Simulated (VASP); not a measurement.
Wanted: the native input for a VASP 6.6.1 run.

| Property | Result |
| --- | --- |
| Task | single point |
| Functional | PBE |
| Potentials or basis | VASP PAW PBE potentials, release 64 (As) |
| Cutoff | 520 eV |
| k mesh | 12 × 12 × 12 |
| Occupations | gaussian, width 0.1 eV |
| Spin | no spin polarisation |
| Dipole correction | no |
| Further INCAR settings | ALGO = Normal; EDIFF = 1e-07; NBANDS = 14 |

The structure of As lies in POSCAR:

```
As
1.0
    0.0000000000      3.2263362589      3.2263362589
    3.2263362589      0.0000000000      3.2263362589
    3.2263362589      3.2263362589      0.0000000000
As
3
Direct
    0.7500000000      0.7500000000      0.7500000000
    0.2500000000      0.2500000000      0.2500000000
    0.0000000000      0.0000000000      0.0000000000
```

These files were run (other wordings do the same):

INCAR

```
SYSTEM = As
PREC     = Accurate       ! precision mode
ENCUT    = 520            ! plane-wave cutoff, eV
EDIFF    = 1E-7           ! SCF threshold, eV
ISMEAR   = 0              ! smearing method
SIGMA    = 0.1            ! smearing width, eV
LREAL    = .FALSE.        ! projectors in reciprocal space
LASPH    = .TRUE.         ! aspherical terms in the spheres
NELM     = 100            ! most SCF steps
ALGO     = Normal         ! electronic algorithm
ISIF     = 2              ! what is computed and relaxed
LWAVE    = .FALSE.        ! write WAVECAR
LCHARG   = .TRUE.         ! write CHGCAR
GGA      = PE             ! functional
LELF     = .TRUE.         ! ELF
LVHAR    = .TRUE.       
NBANDS   = 14             ! bands
```

KPOINTS

```
Automatic mesh
0
G
  12 12 12
  0 0 0
```

Potentials or basis: VASP PAW PBE potentials, release 64 (As).

The run is started by

```sh
$ cat potpaw_PBE.64/As/POTCAR > POTCAR
$ mpirun -np 1 vasp_std > vasp.out
```

Results of the run:

- Pressure: 0.1 GPa

Run time: 24 s on 1 thread of Intel(R) Xeon(R) 6975P-C (Granite Rapids), with other jobs on the host, peak memory 0.22 GiB.
